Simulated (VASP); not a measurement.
H15NO6: single point with PBE+D3(BJ)

The system is H15NO6.

```xyz
22
Lattice="5.8196 0.0000 0.0000 0.0000 5.8196 0.0000 0.0000 0.0000 5.8196" Properties=species:S:1:pos:R:3 pbc="T T T"
O     5.4053    2.9267    0.0640
O     2.0744    0.2804    1.7404
O     3.3079    3.0737    1.5995
O     0.6165    0.7522    4.3485
O     4.0400    5.3664    4.1170
O     1.7688    4.4704   -0.1253
H     4.6486    2.9426    0.6967
H     6.0321    3.5931    0.2282
H     3.0037    0.7738    1.5806
H     1.6674    0.6639    2.5115
H     2.5791    3.6340    1.2439
H     3.5329    3.4869    2.4170
H     0.2544    1.5416    4.7531
H    -0.1091    0.0960    4.4046
H     3.3848    5.0341    4.7341
H     3.6708    6.0398    3.5161
H     1.5678    5.4255   -0.2055
H     1.5558    4.0793   -1.0728
H     0.6252    2.7594    2.9082
H    -0.4803    3.5642    3.7722
H     0.5878    4.4478    2.6464
N     0.4184    3.6209    3.3386
```

```yaml
Program: VASP 6.6.1
Task: single point
Functional: PBE
Dispersion: D3(BJ)
Potentials_or_basis: VASP PAW PBE potentials, release 64 (O, H, N)
Cutoff: 520 eV
k_mesh: 1 × 1 × 1
Occupations: fermi-dirac, width 0.02 eV
Spin: no spin polarisation
Dipole_correction: no
Further_INCAR_settings: LREAL = Auto; ALGO = Normal; EDIFF = 1e-07; NBANDS = 45
```

- Pressure: 2.1 GPa
- Largest force: 3.634 eV/Å
- Band gap on the k mesh: 3.86 eV
- Dispersion energy per atom: -0.039 eV

Forces on the atoms (eV/Å):
```
O   -1.994 -2.713 -0.884
O    3.328  0.709 -1.218
O   -0.552 -0.848 -0.630
O    0.889 -0.718 -0.676
O    1.196  0.121 -0.883
O    0.418 -0.970 -1.751
H    0.010  0.297  0.045
H    1.716  1.921  0.636
H   -3.100 -0.998  0.548
H   -0.444  0.845  1.233
H    0.072  0.053 -0.603
H    0.519  0.771  1.515
H   -0.427  1.114  0.921
H   -0.352  0.077 -0.078
H   -1.049 -0.128  0.642
H   -0.423 -0.354  0.385
H   -0.273  0.201  0.071
H   -0.318  0.429  1.075
H    0.404 -1.161 -0.880
H   -0.652  0.512  0.217
H   -0.843 -2.037  1.506
N    1.874  2.877 -1.190
```

Stress tensor (GPa, compression positive):
```
 2.01 -1.04 -0.21
-1.04  2.41  3.24
-0.21  3.24  1.99
```

Levels at points of the mesh, in eV from the valence-band top:
```csv
k point,band 25,band 26,band 27,band 28,band 29,band 30,band 31,band 32
"(0.00, 0.00, 0.00)",-1.10,-0.88,-0.53,0.00,3.86,6.93,7.79,8.33
```

It used 62 s of CPU time on 1 thread of AMD EPYC 7R13 Processor (Zen 3), on a shared host.

Caveat: the k points lie up to 1.08 Å⁻¹ apart.
